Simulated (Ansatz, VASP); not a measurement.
## Au in VASP and in Ansatz

```
Au
1.0
     0.00000    0.00000    2.97331
     0.00000    2.97331    0.00000
    -6.09804   -1.48666   -1.48666
Au
3
Cartesian
  -4.0654 0.0000 0.0000
  0.0000 0.0000 0.0000
  -2.0327 1.4867 1.4867
```

Alike in both runs: functional PBE; k mesh 14 × 14 × 14; occupations gaussian, width 0.1 eV; no spin polarisation.

Ansatz relaxed the structure, and its values are those at the end. VASP's run is a single point on that final structure, the one shown.

|  | VASP | Ansatz |
| --- | --- | --- |
| version | VASP 6.6.1 | Ansatz 0.2.0 |
| potentials or method | VASP PAW PBE potentials, release 64 (Au), cutoff 520 eV | scalar-relativistic, plane waves, PAW |
| valence electrons in the cell | 33 | 57 |

|  | VASP | Ansatz | Ansatz less VASP |
| --- | --- | --- | --- |
| gap on the k mesh at the Fermi level (eV) | none | none | - |
| pressure (GPa) | -0.2 | 0.0 | +0.19 |

A gap of «none» marks a metal or a gap that the smearing closes. VASP's potentials hold 33 valence electrons a cell and Ansatz's 57, so a difference there can come from the potentials and not from the codes.

Spin-orbit coupling is off throughout.
